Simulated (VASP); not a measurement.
**TiC: single point with PBE**

TiC:

```xyz
8
Lattice="3.1444 0.0000 0.0000 -1.5722 2.7231 0.0000 0.0000 0.0000 10.3613" Properties=species:S:1:pos:R:3 pbc="T T T"
Ti    1.5722    0.9077    7.7710
Ti    0.0000    0.0000    0.0000
Ti    0.0000    1.8154    2.5903
Ti    0.0000    0.0000    5.1806
C     0.0000    1.8154    9.0661
C     1.5722    0.9077    1.2952
C     1.5722    0.9077    3.8855
C     0.0000    1.8154    6.4758
```

```json
{"Program": "VASP 6.6.1", "Task": "single point", "Functional": "PBE", "Potentials or basis": "VASP PAW PBE potentials, release 64 (Ti_sv, C)", "Cutoff": "520 eV", "k mesh": "6 × 6 × 2", "Occupations": "gaussian, width 0.1 eV", "Spin": "no spin polarisation", "Dipole correction": "no", "Further INCAR settings": "ALGO = Normal; EDIFF = 1e-06; NBANDS = 42"}
```

```json
{
  "Pressure": "-17.2 GPa",
  "Largest force": "0.228 eV/Å",
  "Band gap on the k mesh": "zero (bands 32 and 33 overlap by 0.52 eV)"
}
```

Forces in eV/Å, atoms in the order of the input:
```
Ti   0.000  0.000  0.000
Ti   0.000  0.000  0.000
Ti   0.000  0.000  0.000
Ti   0.000  0.000  0.000
C    0.000  0.000  0.228
C    0.000  0.000 -0.228
C    0.000  0.000  0.228
C    0.000  0.000 -0.228
```

Stress tensor (GPa, compression positive):
```
-14.26   0.00   0.00
  0.00 -14.26   0.00
  0.00   0.00 -23.19
```

Levels at points of the mesh, in eV from the Fermi level:
```
           k point  band 29  band 30  band 31  band 32  band 33  band 34  band 35  band 36
(0.00, 0.00, 0.00)    -1.30    -0.06    -0.06     0.51     0.78     0.78     1.15     1.15
(0.50, 0.00, 0.00)    -1.86    -1.71    -1.34    -0.37     0.42     1.12     1.49     2.39
(0.00, 0.00, 0.50)    -0.72    -0.72    -0.65    -0.65     1.48     1.48     1.48     1.48
(0.50, 0.00, 0.50)    -1.77    -1.77    -0.91    -0.91     0.63     0.63     2.14     2.14
```

Wall time 71 s on 1 thread of Intel(R) Xeon(R) Platinum 8259CL CPU @ 2.50GHz (Skylake/Cascade Lake) (shared host), peak memory 0.21 GiB.

Caveat: the k points lie up to 0.38 Å⁻¹ apart, too coarse for converged energies and pressures of a metal.
